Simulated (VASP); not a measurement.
# SnTe (Cm) in VASP: single point with PBE

Aim: the single point of SnTe with PBE.

Program: VASP 6.6.1. These are calculated values, not measurements. Logs are shortened: lines on timing, memory, paths and dates and some standing lists are left out, and cuts for length are marked.

## 1. The cell of the first run

Symmetry: Cm, No. 8, monoclinic system. The conventional cell has a = 6.313 Å, b = 6.313 Å, c = 4.464 Å, α = 90.00°, β = 135.00°, γ = 90.00°. Sn (site symmetry m) has 6 Te at 2.96 to 3.36 Å within 3.9 Å. Te (site symmetry m) has 6 Sn at 2.96 to 3.36 Å within 3.9 Å.

## 2. Single point, PBE (atom 1 (Sn) moved by (-0.200, -0.100) A along x and z)

Input file INCAR:

```
SYSTEM = SnTe
ALGO     = Normal         ! electronic algorithm
EDIFF    = 1E-6           ! SCF threshold, eV
ENCUT    = 520            ! plane-wave cutoff, eV
GGA      = PE             ! functional
ISIF     = 2              ! what is computed and relaxed
ISMEAR   = 0              ! smearing method
LASPH    = .True.         ! aspherical terms in the spheres
LCHARG   = .False.        ! write CHGCAR
LREAL    = .False.        ! projectors in reciprocal space
LWAVE    = .False.        ! write WAVECAR
NBANDS   = 17             ! bands
NELM     = 80             ! most SCF steps
PREC     = Accurate       ! precision mode
SIGMA    = 0.03           ! smearing width, eV
```

Input file KPOINTS:

```
k-points
0
Gamma
  10 10 10
  0 0 0
```

Input file POSCAR:

```
SnTe
1.0
    0.0000000000      3.1565000000      3.1565000000
    3.1565000000      0.0000000000      3.1565000000
    3.1565000000      3.1565000000      0.0000000000
Sn Te
1 1
Direct
    0.0158403295     -0.0475209884     -0.0158403295
    0.5000000000      0.5000000000      0.5000000000
```

Potentials or basis: VASP PAW PBE potentials, release 64 (Sn_d, Te).

Command:

```
$ cat potpaw_PBE.64/Sn_d/POTCAR potpaw_PBE.64/Te/POTCAR > POTCAR
$ mpirun -np 1 vasp_std > vasp.out
```

OUTCAR:

```text
SYSTEM = SnTe
   EDIFF = 1E-6
   ENCUT = 520
   GGA = PE
   ISIF = 2
   ISMEAR = 0
   LASPH = .True.
   LREAL = .False.
   NELM = 80
   PREC = Accurate

 ion  position               nearest neighbor table
   1  0.016  0.952  0.984-   2 2.96   2 3.06   2 3.16   2 3.16   2 3.26   2 3.36
   2  0.500  0.500  0.500-   1 2.96   1 3.06   1 3.16   1 3.16   1 3.26   1 3.36

  LATTYP: Found a face centered cubic cell.
 ALAT       =     6.3130000000

  Lattice vectors:

 A1 = (   0.0000000000,   3.1565000000,   3.1565000000)
 A2 = (   3.1565000000,   0.0000000000,   3.1565000000)
 A3 = (   3.1565000000,   3.1565000000,   0.0000000000)

Analysis of symmetry for initial positions (statically):
=====================================================================
 Subroutine PRICEL returns:
 Original cell was already a primitive cell.

 Routine SETGRP: Setting up the symmetry group for a
 face centered cubic supercell.

 Subroutine GETGRP returns: Found  2 space group operations
 (whereof  2 operations were pure point group operations)
 out of a pool of 48 trial point group operations.

The static configuration has the point symmetry C_1h.

Analysis of symmetry for dynamics (positions and initial velocities):
=====================================================================
 Subroutine PRICEL returns:
 Original cell was already a primitive cell.

 Routine SETGRP: Setting up the symmetry group for a
 face centered cubic supercell.

 Subroutine GETGRP returns: Found  2 space group operations
 (whereof  2 operations were pure point group operations)
 out of a pool of 48 trial point group operations.

The dynamic configuration has the point symmetry C_1h.

 Subroutine INISYM returns: Found  2 space group operations
 (whereof  2 operations are pure point group operations),
 and found     1 'primitive' translations

----------------------------------------------------------------------------------------

                                     Primitive cell

  volume of cell :      62.8995

  direct lattice vectors                    reciprocal lattice vectors
     0.000000000  3.156500000  3.156500000    -0.158403295  0.158403295  0.158403295
     3.156500000  0.000000000  3.156500000     0.158403295 -0.158403295  0.158403295
     3.156500000  3.156500000  0.000000000     0.158403295  0.158403295 -0.158403295

  length of vectors
     4.463965110  4.463965110  4.463965110     0.274362555  0.274362555  0.274362555

  position of ions in fractional coordinates (direct lattice)
     0.015840330  0.952479012  0.984159670
     0.500000000  0.500000000  0.500000000

  ion indices of the primitive-cell ions
   primitive index   ion index
                 1           1
                 2           2

----------------------------------------------------------------------------------------

 KPOINTS: k-points

Automatic generation of k-mesh.
 Grid dimensions read from file:
 generate k-points for:   10   10   10

 Generating k-lattice:

  Cartesian coordinates                     Fractional coordinates (reciprocal lattice)
    -0.015840329  0.015840329  0.015840329     0.100000000  0.000000000  0.000000000
     0.015840329 -0.015840329  0.015840329     0.000000000  0.100000000  0.000000000
     0.015840329  0.015840329 -0.015840329     0.000000000  0.000000000  0.100000000

  Length of vectors
     0.027436255  0.027436255  0.027436255

  Shift w.r.t. Gamma in fractional coordinates (k-lattice)
     0.000000000  0.000000000  0.000000000

 Subroutine IBZKPT returns following result:
 ===========================================

 Found    282 irreducible k-points:

 Following reciprocal coordinates:
            Coordinates               Weight
  0.000000  0.000000  0.000000      1.000000
  0.100000  0.000000  0.000000      4.000000
  0.000000  0.100000  0.000000      4.000000
  0.200000  0.000000  0.000000      4.000000
  0.000000  0.200000  0.000000      4.000000
  0.300000  0.000000  0.000000      4.000000
[... 16 lines left out ...]
  0.100000  0.000000  0.300000      4.000000
  0.300000  0.200000  0.300000      4.000000
 [... further k-points ...]
   k-points           NKPTS =    282   k-points in BZ     NKDIM =    282   number of bands    NBANDS=     17
   number of dos      NEDOS =    301   number of ions     NIONS =      2
   total plane-waves  NPLWV =  46656
   dimension x,y,z NGX =    36 NGY =   36 NGZ =   36
   dimension x,y,z NGXF=    72 NGYF=   72 NGZF=   72
   ions per type =               1   1
   NGX,Y,Z   is equivalent  to a cutoff of  13.41, 13.41, 13.41 a.u.
   NGXF,Y,Z  is equivalent  to a cutoff of  26.81, 26.81, 26.81 a.u.
 SYSTEM =  SnTe
   PREC   = accura    normal or accurate (medium, high low for compatibility)
   ISTART =      0    job   : 0-new  1-cont  2-samecut
   ICHARG =      2    charge: 1-file 2-atom 10-const
   ISPIN  =      1    spin polarized calculation?
   LNONCOLLINEAR =      F non collinear calculations
   LSORBIT =      F    spin-orbit coupling
   LASPH  =      T    aspherical Exc in radial PAW
   ENCUT  =  520.0 eV  38.22 Ry    6.18 a.u.   8.30  8.30  8.30*2*pi/ulx,y,z
   NELM   =     80;   NELMIN=  2; NELMDL= -5     # of ELM steps
   EDIFF  = 0.1E-05   stopping-criterion for ELM
   LREAL  =      F    real-space projection
   EDIFFG = 0.1E-04   stopping-criterion for IOM
   NSW    =      0    number of steps for IOM
   IBRION =     -1    ionic relax: 0-MD 1-quasi-New 2-CG
   NFREE  =      0    steps in history (QN), initial steepest desc. (CG)
   ISIF   =      2    stress and relaxation
   ISYM   =      2    0-nonsym 1-usesym 2-fastsym
   POTIM  = 0.5000    time-step for ionic-motion
   TEBEG  =    0.0;   TEEND  =   0.0 temperature during run
   PSTRESS=    0.0 pullay stress
   NELECT =      20.0000    total number of electrons
   NUPDOWN=      -1.0000    fix difference up-down
   EMIN   =  10.00;   EMAX   =-10.00  energy-range for DOS
   EFERMI =   0.00;   METHOD = LEGACY
   ISMEAR =     0;   SIGMA  =   0.03  broadening in eV -4-tet -1-fermi 0-gaus
   EFERMI_NEDOS =   21; number of points for ismear=-14 and -15
   IALGO  =     38    algorithm
   IMIX   =      4    mixing-type and parameters
     AMIX     =   0.40;   BMIX     =  1.00
     AMIX_MAG =   1.60;   BMIX_MAG =  1.00
  volume/ion in A,a.u.               =      31.45       212.23
  Fermi-wavevector in a.u.,A,eV,Ry     =   1.117384  2.111549 16.987507  1.248547
  Thomas-Fermi vector in A             =   2.254006
   LORBIT       =      0    0 simple, 1 ext, 2 COOP (PROOUT), +10 PAW based schemes
   GGA     = PE    functional components
   LHFCALC =     F    Hartree Fock is set to
   AEXX    =    0.0000 exact exchange contribution
   IVDW    =     0    specifies the selected vdW correction
   LEPSILON=     F    determine dielectric tensor
   LRPA    =     F    only Hartree local field effects (RPA)
 non-spin polarized calculation
 Gauss-broadening in eV      SIGMA  =   0.03
  energy-cutoff  :      520.00
  volume of cell :       62.90
 maximum number of plane-waves:      1717
 NGX is ok and might be reduce to    36
   NGX = 17   NGY = 17   NGZ = 17

 number of electron      20.0000000 magnetization

 Free energy of the ion-electron system (eV)
  ---------------------------------------------------
  ext. energy  EPLUGINS =         0.00000000
  ---------------------------------------------------
  free energy    TOTEN  =        -7.53065597 eV

  energy without entropy =       -7.53065597  energy(sigma->0) =       -7.53065597

 E-fermi :   6.9455     XC(G=0):  -9.4592

 val. band max:        6.8117946324   @ k =   0.5000   0.0000   0.0000
 cond. band min:       7.0836921763   @ k =   0.5000   0.0000   0.0000
 fundamental gap:      0.2718975439
 Fermi energy:         6.9454741248

 k-point     1 :       0.0000    0.0000    0.0000
  band No.  band energies     occupation
      1     -14.9686      2.00000
      2     -14.9643      2.00000
      3     -14.9627      2.00000
      4     -14.9571      2.00000
      5     -14.9553      2.00000
      6      -5.9262      2.00000
[... 9 lines left out ...]
     16      11.9654      0.00000
     17      13.6964      0.00000

 k-point     2 :       0.1000    0.0000    0.0000
  band No.  band energies     occupation
      1     -14.9689      2.00000
      2     -14.9648      2.00000
      3     -14.9623      2.00000
      4     -14.9567      2.00000
      5     -14.9550      2.00000
      6      -5.8420      2.00000
[... 9 lines left out ...]
     16      12.0292      0.00000
     17      14.3432      0.00000

 k-point     3 :       0.0000    0.1000    0.0000
  band No.  band energies     occupation
      1     -14.9691      2.00000
      2     -14.9648      2.00000
      3     -14.9622      2.00000
      4     -14.9568      2.00000
      5     -14.9548      2.00000
      6      -5.8436      2.00000
[... 9 lines left out ...]
     16      12.0360      0.00000
     17      14.3717      0.00000

 k-point     4 :       0.2000    0.0000    0.0000
  band No.  band energies     occupation
      1     -14.9698      2.00000
      2     -14.9663      2.00000
      3     -14.9612      2.00000
      4     -14.9554      2.00000
      5     -14.9539      2.00000
      6      -5.5987      2.00000
[... 9 lines left out ...]
     16      12.4726      0.00000
     17      15.7685      0.00000
[... 343 lines left out ...]
      1     -14.9703      2.00000
      2     -14.9686      2.00000
      3     -14.9618      2.00000
      4     -14.9535      2.00000
      5     -14.9509      2.00000
      6      -5.3095      2.00000
[... 9 lines left out ...]
     16      13.8089      0.00000
     17      16.2062      0.00000

 k-point    23 :       0.1000    0.0000    0.3000
  band No.  band energies     occupation
      1     -14.9727      2.00000
      2     -14.9660      2.00000
      3     -14.9590      2.00000
      4     -14.9547      2.00000
      5     -14.9527      2.00000
      6      -5.3034      2.00000
[... 9 lines left out ...]
     16      13.7474      0.00000
     17      16.2093      0.00000

 k-point    24 :       0.3000    0.2000    0.3000
  band No.  band energies     occupation
      1     -14.9732      2.00000
      2     -14.9659      2.00000
      3     -14.9586      2.00000
      4     -14.9546      2.00000
      5     -14.9528      2.00000
      6      -5.3115      2.00000
[... 9 lines left out ...]
     16      13.7455      0.00000
     17      16.2438      0.00000

 [... further k-points ...]

------------------------ aborting loop because EDIFF is reached ----------------------------------------

  FORCE on cell =-STRESS in cart. coord.  units (eV):
  Direction    XX          YY          ZZ          XY          YZ          ZX
  --------------------------------------------------------------------------------------
  -------------------------------------------------------------------------------------
  Total        1.3476820      0.8299834      0.9540136      0.0000000      0.0000000      0.0667720
  in kB       34.3281678     21.1413439     24.3006434      0.0000000      0.0000000      1.7008176
  external PRESSURE =      26.5900517 kB  Pullay stress =       0.0000000 kB

 VOLUME and BASIS-vectors are now :
 -----------------------------------------------------------------------------
  energy-cutoff  :      520.00
  volume of cell :       62.90
      direct lattice vectors                 reciprocal lattice vectors
     0.000000000  3.156500000  3.156500000    -0.158403295  0.158403295  0.158403295
     3.156500000  0.000000000  3.156500000     0.158403295 -0.158403295  0.158403295
     3.156500000  3.156500000  0.000000000     0.158403295  0.158403295 -0.158403295

 POSITION                                       TOTAL-FORCE (eV/Angst)
 -----------------------------------------------------------------------------------
      6.11300      3.15650      3.05650         0.220713      0.000000      0.090583
      3.15650      3.15650      3.15650        -0.220713      0.000000     -0.090583
 -----------------------------------------------------------------------------------
    total drift:                               -0.000215     -0.000000     -0.000244

  FREE ENERGIE OF THE ION-ELECTRON SYSTEM (eV)
  ---------------------------------------------------
  free  energy   TOTEN  =        -7.5306559669 eV

  energy  without entropy=       -7.5306559669  energy(sigma->0) =       -7.53065597
```

Wall time 5.8 min (1 thread of Intel Xeon 8259CL, shared host); peak memory 0.44 GiB.

Results:

```
Free energy            : -7.5307 eV
Pressure               : 2.7 GPa
Largest force          : 0.239 eV/Å
Band gap on the k mesh : 0.27 eV
```

Forces on the atoms (eV/Å):
```
Sn   0.221  0.000  0.091
Te  -0.221  0.000 -0.091
```

Caveat: the cell differs from its parent crystal (atom 1 (Sn) moved by (-0.200, -0.100) A along x and z); spin-orbit coupling is left out, which moves the levels of the heavy elements. A k mesh can miss the band edges.
